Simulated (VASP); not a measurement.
# C (I4_1/amd) in VASP: notebook

The runs below take C through single point, with r2SCAN.

Everything below comes from runs of VASP 6.6.1. Logs are shortened: lines on timing, memory, paths and dates and some standing lists are left out, and cuts for length are marked.

## Step 1: The cell of the first run

Symmetry: I4_1/amd, No. 141, tetragonal system. Conventional cell: a = 2.270 Å, b = 2.270 Å, c = 3.567 Å, α = 90.00°, β = 90.00°, γ = 90.00°. Within 1.9 Å of C (site symmetry -4m2) lie 4 C at 1.44 Å.

## Step 2: Single point, r2SCAN (strain -0.1000 x Voigt [1, 1, 0, 0, 0, 0])

Contents of POSCAR:

```
C
1.0
    0.0000000000      1.6050600000      1.7834000000
    1.6050600000      0.0000000000      1.7834000000
    1.6050600000      1.6050600000      0.0000000000
C
2
Direct
    0.5000000000      0.5000000000      0.5000000000
    0.7500000000      0.7500000000      0.7500000000
```

Contents of INCAR.step1:

```
SYSTEM = C
  PREC = Accurate
  ENCUT = 520
  ISMEAR = 0
  SIGMA = 0.05
  LREAL = .False.
  LASPH = .True.
  NELM = 80
  NBANDS = 11
  GGA = PE
  ALGO = Normal
  EDIFF = 1E-4
  LWAVE = .True.
  LCHARG = .False.
```

Contents of INCAR.step2:

```
SYSTEM = C
  PREC = Accurate
  ENCUT = 520
  EDIFF = 1E-6
  ISMEAR = 0
  SIGMA = 0.05
  LREAL = .False.
  LASPH = .True.
  NELM = 80
  ALGO = Normal
  ISIF = 2
  LWAVE = .False.
  LCHARG = .False.
  METAGGA = R2SCAN
  LMIXTAU = .True.
  NBANDS = 11
  ISTART = 1
```

Contents of KPOINTS:

```
regular mesh
0
Gamma
  12 12 12
  0 0 0
```

Potentials or basis: VASP PAW PBE potentials, release 64 (C).

Started as:

```
cat potpaw_PBE.64/C/POTCAR > POTCAR
cp INCAR.step1 INCAR
mpirun -np 1 vasp_std > vasp.out
cp INCAR.step2 INCAR
mpirun -np 1 vasp_std > vasp.out
```

OUTCAR:

```text
SYSTEM = C
   PREC = Accurate
   ENCUT = 520
   EDIFF = 1E-6
   ISMEAR = 0
   LREAL = .False.
   LASPH = .True.
   NELM = 80
   ISIF = 2
   METAGGA = R2SCAN
   ISTART = 1

 ion  position               nearest neighbor table
   1  0.500  0.500  0.500-   2 1.44   2 1.44   2 1.44   2 1.44
   2  0.750  0.750  0.750-   1 1.44   1 1.44   1 1.44   1 1.44

  LATTYP: Found a body centered tetragonal cell.
 ALAT       =     2.2698976204
 C/A-ratio  =     1.5713484026

  Lattice vectors:

 A1 = (  -1.6050600000,   0.0000000000,   1.7834000000)
 A2 = (   1.6050600000,   0.0000000000,   1.7834000000)
 A3 = (   0.0000000000,   1.6050600000,  -1.7834000000)

Analysis of symmetry for initial positions (statically):
=====================================================================
 Subroutine PRICEL returns:
 Original cell was already a primitive cell.

 Routine SETGRP: Setting up the symmetry group for a
 body centered tetragonal supercell.

 Subroutine GETGRP returns: Found 16 space group operations
 (whereof  8 operations were pure point group operations)
 out of a pool of 16 trial point group operations.

The static configuration has the point symmetry D_2d.
 The point group associated with its full space group is D_4h.

Analysis of symmetry for dynamics (positions and initial velocities):
=====================================================================
 Subroutine PRICEL returns:
 Original cell was already a primitive cell.

 Routine SETGRP: Setting up the symmetry group for a
 body centered tetragonal supercell.

 Subroutine GETGRP returns: Found 16 space group operations
 (whereof  8 operations were pure point group operations)
 out of a pool of 16 trial point group operations.

The dynamic configuration has the point symmetry D_2d.
 The point group associated with its full space group is D_4h.

 Subroutine INISYM returns: Found 16 space group operations
 (whereof  8 operations are pure point group operations),
 and found     1 'primitive' translations

----------------------------------------------------------------------------------------

                                     Primitive cell

  volume of cell :       9.1889

  direct lattice vectors                    reciprocal lattice vectors
     0.000000000  1.605060000  1.783400000    -0.311514834  0.311514834  0.280363351
     1.605060000  0.000000000  1.783400000     0.311514834 -0.311514834  0.280363351
     1.605060000  1.605060000  0.000000000     0.311514834  0.311514834 -0.280363351

  length of vectors
     2.399319313  2.399319313  2.269897620     0.522194018  0.522194018  0.522194018

  position of ions in fractional coordinates (direct lattice)
     0.500000000  0.500000000  0.500000000
     0.750000000  0.750000000  0.750000000

  ion indices of the primitive-cell ions
   primitive index   ion index
                 1           1
                 2           2

----------------------------------------------------------------------------------------

 KPOINTS: regular mesh

Automatic generation of k-mesh.
 Grid dimensions read from file:
 generate k-points for:   12   12   12

 Generating k-lattice:

  Cartesian coordinates                     Fractional coordinates (reciprocal lattice)
    -0.025959570  0.025959570  0.023363613     0.083333333  0.000000000  0.000000000
     0.025959570 -0.025959570  0.023363613     0.000000000  0.083333333  0.000000000
     0.025959570  0.025959570 -0.023363613     0.000000000  0.000000000  0.083333333

  Length of vectors
     0.043516168  0.043516168  0.043516168

  Shift w.r.t. Gamma in fractional coordinates (k-lattice)
     0.000000000  0.000000000  0.000000000

 Subroutine IBZKPT returns following result:
 ===========================================

 Found    163 irreducible k-points:

 Following reciprocal coordinates:
            Coordinates               Weight
  0.000000  0.000000  0.000000      1.000000
  0.083333 -0.000000  0.000000      8.000000
  0.166667 -0.000000  0.000000      8.000000
  0.250000  0.000000  0.000000      8.000000
  0.333333  0.000000  0.000000      8.000000
  0.416667  0.000000  0.000000      8.000000
[... 16 lines left out ...]
  0.500000  0.166667  0.000000      8.000000
 -0.416667  0.166667  0.000000      8.000000
 [... further k-points ...]
   k-points           NKPTS =    163   k-points in BZ     NKDIM =    163   number of bands    NBANDS=     11
   number of dos      NEDOS =    301   number of ions     NIONS =      2
   total plane-waves  NPLWV =   5832
   dimension x,y,z NGX =    18 NGY =   18 NGZ =   18
   dimension x,y,z NGXF=    36 NGYF=   36 NGZF=   36
   ions per type =               2
   NGX,Y,Z   is equivalent  to a cutoff of  12.47, 12.47, 13.18 a.u.
   NGXF,Y,Z  is equivalent  to a cutoff of  24.94, 24.94, 26.37 a.u.
 SYSTEM =  C
   PREC   = accura    normal or accurate (medium, high low for compatibility)
   ISTART =      1    job   : 0-new  1-cont  2-samecut
   ICHARG =      0    charge: 1-file 2-atom 10-const
   ISPIN  =      1    spin polarized calculation?
   LNONCOLLINEAR =      F non collinear calculations
   LSORBIT =      F    spin-orbit coupling
   LASPH  =      T    aspherical Exc in radial PAW
   ENCUT  =  520.0 eV  38.22 Ry    6.18 a.u.   4.46  4.46  4.22*2*pi/ulx,y,z
   NELM   =     80;   NELMIN=  2; NELMDL=  0     # of ELM steps
   EDIFF  = 0.1E-05   stopping-criterion for ELM
   LREAL  =      F    real-space projection
   EDIFFG = 0.1E-04   stopping-criterion for IOM
   NSW    =      0    number of steps for IOM
   IBRION =     -1    ionic relax: 0-MD 1-quasi-New 2-CG
   NFREE  =      0    steps in history (QN), initial steepest desc. (CG)
   ISIF   =      2    stress and relaxation
   ISYM   =      2    0-nonsym 1-usesym 2-fastsym
   POTIM  = 0.5000    time-step for ionic-motion
   TEBEG  =    0.0;   TEEND  =   0.0 temperature during run
   PSTRESS=    0.0 pullay stress
   NELECT =       8.0000    total number of electrons
   NUPDOWN=      -1.0000    fix difference up-down
   EMIN   =  10.00;   EMAX   =-10.00  energy-range for DOS
   EFERMI =   0.00;   METHOD = LEGACY
   ISMEAR =     0;   SIGMA  =   0.05  broadening in eV -4-tet -1-fermi 0-gaus
   EFERMI_NEDOS =   21; number of points for ismear=-14 and -15
   IALGO  =     38    algorithm
   IMIX   =      4    mixing-type and parameters
     AMIX     =   0.40;   BMIX     =  1.00
     AMIX_MAG =   1.60;   BMIX_MAG =  1.00
  volume/ion in A,a.u.               =       4.59        31.00
  Fermi-wavevector in a.u.,A,eV,Ry     =   1.563211  2.954041 33.247605  2.443630
  Thomas-Fermi vector in A             =   2.666016
   LORBIT       =      0    0 simple, 1 ext, 2 COOP (PROOUT), +10 PAW based schemes
   METAGGA = R2SCAN    functional components
   LHFCALC =     F    Hartree Fock is set to
   AEXX    =    0.0000 exact exchange contribution
   IVDW    =     0    specifies the selected vdW correction
   LEPSILON=     F    determine dielectric tensor
   LRPA    =     F    only Hartree local field effects (RPA)
 non-spin polarized calculation
 Gauss-broadening in eV      SIGMA  =   0.05
  energy-cutoff  :      520.00
  volume of cell :        9.19
 maximum number of plane-waves:       263
 NGX is ok and might be reduce to    18
   NGX =  9   NGY =  9   NGZ =  9

 number of electron       8.0000001 magnetization

 Free energy of the ion-electron system (eV)
  ---------------------------------------------------
  ext. energy  EPLUGINS =         0.00000000
  ---------------------------------------------------
  free energy    TOTEN  =       -18.60573546 eV

  energy without entropy =      -18.60573546  energy(sigma->0) =      -18.60573546

 E-fermi :  13.9652     XC(G=0): -15.4622

 val. band max:       13.7668082122   @ k =   0.0000   0.0000   0.0000
 cond. band min:      17.0442368758   @ k =   0.4167   0.0000   0.4167
 fundamental gap:      3.2774286637
 Fermi energy:        13.9652293813

 k-point     1 :       0.0000    0.0000    0.0000
  band No.  band energies     occupation
      1     -12.7924      2.00000
      2      11.5974      2.00000
      3      13.7668      2.00000
      4      13.7668      2.00000
      5      19.0860      0.00000
      6      19.0860      0.00000
      7      20.6242      0.00000
      8      31.9361      0.00000
      9      36.7623      0.00000
     10      38.6804      0.00000
     11      40.5349      0.00000

 k-point     2 :       0.0833   -0.0000    0.0000
  band No.  band energies     occupation
      1     -12.5602      2.00000
      2      10.8091      2.00000
      3      12.5529      2.00000
      4      13.3691      2.00000
      5      19.6494      0.00000
      6      19.6821      0.00000
      7      21.5675      0.00000
      8      31.9627      0.00000
      9      36.9265      0.00000
     10      37.2513      0.00000
     11      43.0881      0.00000

 k-point     3 :       0.1667   -0.0000    0.0000
  band No.  band energies     occupation
      1     -11.8658      2.00000
      2       8.2728      2.00000
      3      10.9806      2.00000
      4      12.5669      2.00000
      5      20.4531      0.00000
      6      20.9824      0.00000
      7      23.3628      0.00000
      8      32.0344      0.00000
      9      35.9348      0.00000
     10      38.1238      0.00000
     11      40.5405      0.00000

 k-point     4 :       0.2500    0.0000    0.0000
  band No.  band energies     occupation
      1     -10.7160      2.00000
      2       4.9400      2.00000
      3       9.8103      2.00000
      4      11.7985      2.00000
      5      20.9066      0.00000
      6      22.2735      0.00000
      7      24.9229      0.00000
      8      32.0965      0.00000
      9      36.2600      0.00000
     10      39.2350      0.00000
     11      39.3895      0.00000

 k-point     5 :       0.3333    0.0000    0.0000
  band No.  band energies     occupation
      1      -9.1268      2.00000
      2       1.5842      2.00000
      3       8.9304      2.00000
      4      11.2229      2.00000
      5      20.9613      0.00000
      6      23.1011      0.00000
      7      25.9729      0.00000
      8      32.0683      0.00000
      9      37.4975      0.00000
     10      39.8584      0.00000
     11      40.7895      0.00000
[... 211 lines left out ...]
 k-point    21 :       0.3333    0.1667    0.0000
  band No.  band energies     occupation
      1      -9.7603      2.00000
      2       4.4714      2.00000
      3       7.5832      2.00000
      4       9.1837      2.00000
      5      21.5248      0.00000
      6      25.9271      0.00000
      7      26.3230      0.00000
      8      28.4159      0.00000
      9      37.1500      0.00000
     10      38.7075      0.00000
     11      44.9083      0.00000

 k-point    22 :       0.4167    0.1667    0.0000
  band No.  band energies     occupation
      1      -8.1212      2.00000
      2       1.5354      2.00000
      3       6.2688      2.00000
      4       9.0371      2.00000
      5      21.8742      0.00000
      6      26.6548      0.00000
      7      26.8390      0.00000
      8      30.0158      0.00000
      9      37.8775      0.00000
     10      39.3025      0.00000
     11      45.0078      0.00000

 k-point    23 :       0.5000    0.1667    0.0000
  band No.  band energies     occupation
      1      -6.1240      2.00000
      2      -1.3102      2.00000
      3       5.3593      2.00000
      4       9.2563      2.00000
      5      22.1797      0.00000
      6      26.3151      0.00000
      7      27.2195      0.00000
      8      31.9090      0.00000
      9      37.2840      0.00000
     10      41.3758      0.00000
     11      44.1250      0.00000

 k-point    24 :      -0.4167    0.1667    0.0000
  band No.  band energies     occupation
      1      -4.8706      2.00000
      2      -2.7733      2.00000
      3       4.8697      2.00000
      4       9.8071      2.00000
      5      22.7313      0.00000
      6      25.5730      0.00000
      7      27.0582      0.00000
      8      32.4323      0.00000
      9      37.4739      0.00000
     10      41.1172      0.00000
     11      42.8838      0.00000

 [... further k-points ...]
[... 5 lines left out ...]
  --------------------------------------------------------------------------------------
  -------------------------------------------------------------------------------------
  Total       10.5332630     10.5332630      2.3041309      0.0000000      0.0000000      0.0000000
  in kB     1836.5899656   1836.5899656    401.7504979      0.0000000      0.0000000      0.0000000
  external PRESSURE =    1358.3101430 kB  Pullay stress =       0.0000000 kB

 VOLUME and BASIS-vectors are now :
 -----------------------------------------------------------------------------
  energy-cutoff  :      520.00
  volume of cell :        9.19
      direct lattice vectors                 reciprocal lattice vectors
     0.000000000  1.605060000  1.783400000    -0.311514834  0.311514834  0.280363351
     1.605060000  0.000000000  1.783400000     0.311514834 -0.311514834  0.280363351
     1.605060000  1.605060000  0.000000000     0.311514834  0.311514834 -0.280363351

 POSITION                                       TOTAL-FORCE (eV/Angst)
 -----------------------------------------------------------------------------------
      1.60506      1.60506      1.78340        -0.000000     -0.000000      0.000000
      2.40759      2.40759      2.67510         0.000000      0.000000      0.000000
 -----------------------------------------------------------------------------------
    total drift:                                0.000000     -0.000000      0.000000

  FREE ENERGIE OF THE ION-ELECTRON SYSTEM (eV)
  ---------------------------------------------------
  free  energy   TOTEN  =       -18.6057354623 eV

  energy  without entropy=      -18.6057354623  energy(sigma->0) =      -18.60573546
```

Run time: 96 s. Hardware: 1 thread of AMD EPYC 7R13, shared host; peak memory 0.09 GiB.

What came out:

| Quantity | Value |
| --- | --- |
| Free energy | -18.6057 eV |
| Pressure | 135.8 GPa |
| Band gap on the k mesh | 3.28 eV, indirect (least direct gap 5.32 eV) |

Levels at points of the mesh, in eV from the valence-band top:
```
           k point  band 2  band 3  band 4  band 5  band 6  band 7
(0.00, 0.00, 0.00)   -2.17    0.00    0.00    5.32    5.32    6.86
(0.50, 0.00, 0.00)  -17.36   -5.57   -3.00    7.02    9.72   12.98
(0.50, 0.50, 0.00)  -17.30   -7.44   -7.44    6.79    6.79   20.19
(0.50, 0.00, 0.50)  -15.27   -9.36   -9.36    3.86    3.86   20.09
```

Caveat: the cell differs from its parent crystal (strain -0.1000 x Voigt [1, 1, 0, 0, 0, 0]); the PAW data sets were made with another functional, which shifts forces and pressure a little.

## Step 3: Single point, r2SCAN (strain -0.0750 x Voigt [1, 1, 0, 0, 0, 0])

Contents of POSCAR:

```
C
1.0
    0.0000000000      1.6496450000      1.7834000000
    1.6496450000      0.0000000000      1.7834000000
    1.6496450000      1.6496450000      0.0000000000
C
2
Direct
    0.5000000000      0.5000000000      0.5000000000
    0.7500000000      0.7500000000      0.7500000000
```

Contents of INCAR.step1:

```
ALGO = Normal ; EDIFF = 1E-4
ENCUT = 520 ; GGA = PE
ISMEAR = 0 ; LASPH = T
LCHARG = F ; LREAL = F
LWAVE = T ; NBANDS = 11
NELM = 80 ; PREC = Accurate
SIGMA = 0.05
```

Contents of INCAR.step2:

```
ALGO = Normal ; EDIFF = 1E-6
ENCUT = 520 ; ISIF = 2
ISMEAR = 0 ; ISTART = 1
LASPH = T ; LCHARG = F
LMIXTAU = T ; LREAL = F
LWAVE = F ; METAGGA = R2SCAN
NBANDS = 11 ; NELM = 80
PREC = Accurate ; SIGMA = 0.05
```

Contents of KPOINTS:

```
k-points
0
Gamma
  12 12 12
```

Potentials or basis: VASP PAW PBE potentials, release 64 (C).

Started as:

```
cat potpaw_PBE.64/C/POTCAR > POTCAR
cp INCAR.step1 INCAR
mpirun -np 1 vasp_std > vasp.out
cp INCAR.step2 INCAR
mpirun -np 1 vasp_std > vasp.out
```

OUTCAR:

```text
EDIFF = 1E-6
   ENCUT = 520
   ISIF = 2
   ISMEAR = 0
   ISTART = 1
   LASPH = T
   LREAL = F
   METAGGA = R2SCAN
   NELM = 80
   PREC = Accurate

 ion  position               nearest neighbor table
   1  0.500  0.500  0.500-   2 1.47   2 1.47   2 1.47   2 1.47
   2  0.750  0.750  0.750-   1 1.47   1 1.47   1 1.47   1 1.47

  LATTYP: Found a body centered tetragonal cell.
 ALAT       =     2.3329503321
 C/A-ratio  =     1.5288795269

  Lattice vectors:

 A1 = (  -1.6496450000,   0.0000000000,   1.7834000000)
[... 516 lines left out ...]
      7      25.3980      0.00000
      8      30.7145      0.00000
      9      35.4218      0.00000
     10      39.4064      0.00000
     11      41.0150      0.00000

 [... further k-points ...]
[... 5 lines left out ...]
  --------------------------------------------------------------------------------------
  -------------------------------------------------------------------------------------
  Total        7.4816332      7.4816332      1.5492953      0.0000000      0.0000000     -0.0000000
  in kB     1234.9439573   1234.9439573    255.7319705      0.0000000      0.0000000     -0.0000000
  external PRESSURE =     908.5399617 kB  Pullay stress =       0.0000000 kB

 VOLUME and BASIS-vectors are now :
 -----------------------------------------------------------------------------
  energy-cutoff  :      520.00
  volume of cell :        9.71
      direct lattice vectors                 reciprocal lattice vectors
     0.000000000  1.649645000  1.783400000    -0.303095514  0.303095514  0.280363351
     1.649645000  0.000000000  1.783400000     0.303095514 -0.303095514  0.280363351
     1.649645000  1.649645000  0.000000000     0.303095514  0.303095514 -0.280363351

 POSITION                                       TOTAL-FORCE (eV/Angst)
 -----------------------------------------------------------------------------------
      1.64965      1.64965      1.78340        -0.000000     -0.000000      0.000000
      2.47447      2.47447      2.67510         0.000000      0.000000      0.000000
 -----------------------------------------------------------------------------------
    total drift:                                0.000000     -0.000000      0.000000

  FREE ENERGIE OF THE ION-ELECTRON SYSTEM (eV)
  ---------------------------------------------------
  free  energy   TOTEN  =       -19.0995460453 eV

  energy  without entropy=      -19.0995460453  energy(sigma->0) =      -19.09954605
```

It took 96 s on 1 thread of AMD EPYC 7R13, shared host; peak memory 0.09 GiB.

What came out:

```
Free energy            : -19.0995 eV
Pressure               : 90.9 GPa
Band gap on the k mesh : 3.59 eV, indirect (least direct gap 5.47 eV)
```

Levels at points of the mesh, in eV from the valence-band top:
| k point | band 2 | band 3 | band 4 | band 5 | band 6 | band 7 |
| --- | --- | --- | --- | --- | --- | --- |
| (0.00, 0.00, 0.00) | -1.50 | 0.00 | 0.00 | 5.47 | 5.47 | 6.58 |
| (0.50, 0.00, 0.00) | -16.42 | -4.80 | -3.02 | 7.64 | 9.49 | 11.89 |
| (0.50, 0.50, 0.00) | -16.23 | -7.24 | -7.24 | 6.30 | 6.30 | 19.61 |
| (0.50, 0.00, 0.50) | -14.80 | -8.60 | -8.60 | 4.19 | 4.19 | 19.70 |

Caveat: the cell differs from its parent crystal (strain -0.0750 x Voigt [1, 1, 0, 0, 0, 0]); the PAW data sets were made with another functional, which shifts forces and pressure a little. A k mesh can miss the band edges.

[end of part 1 of 2]
